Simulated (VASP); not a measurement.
Here is a VASP 6.6.1 calculation.

Contents of INCAR:

```
PREC = Accurate ; ENCUT = 600
EDIFF = 1E-7 ; ISMEAR = 0
SIGMA = 0.1 ; LREAL = F
LASPH = T ; NELM = 60
ALGO = Fast ; ISIF = 3
LWAVE = F ; LCHARG = F
GGA = PE ; IBRION = 2
NSW = 90 ; EDIFFG = -0.04
```

Contents of KPOINTS:

```
Automatic mesh
0
Gamma
  6 6 6
```

The input POSCAR:

```
Na3Be
1.0
   -1.9862898000      1.9862898000      4.4369070858
    1.9862898000     -1.9862898000      4.4369070858
    1.9862898000      1.9862898000     -4.4369070858
Na Be
3 1
Direct
    0.5000000000      0.5000000000      0.0000000000
    0.2500000000      0.7500000000      0.5000000000
    0.7500000000      0.2500000000      0.5000000000
    0.0000000000      0.0000000000      0.0000000000
```

Potentials or basis: VASP PAW PBE potentials, release 64 (Na_pv, Be).

The run is started by

```console
$ cat potpaw_PBE.64/Na_pv/POTCAR potpaw_PBE.64/Be/POTCAR > POTCAR
$ mpirun -np 1 vasp_std > vasp.out
```

Task: What does it give for the relaxed volume?

Result: 25.71 Å³/atom.

Task: What does it give for the relaxed cell?

Result: a = 5.334 Å, b = 5.334 Å, c = 5.334 Å, α = 122.56°, β = 122.56°, γ = 85.62°.

Stress tensor (GPa, compression positive):
```
-0.01  0.00  0.00
 0.00 -0.01  0.00
 0.00  0.00 -0.08
```

Caveat: the k points lie up to 0.29 Å⁻¹ apart in the final cell; the volume moved by over 15 % at a fixed basis, so the end points are rough.
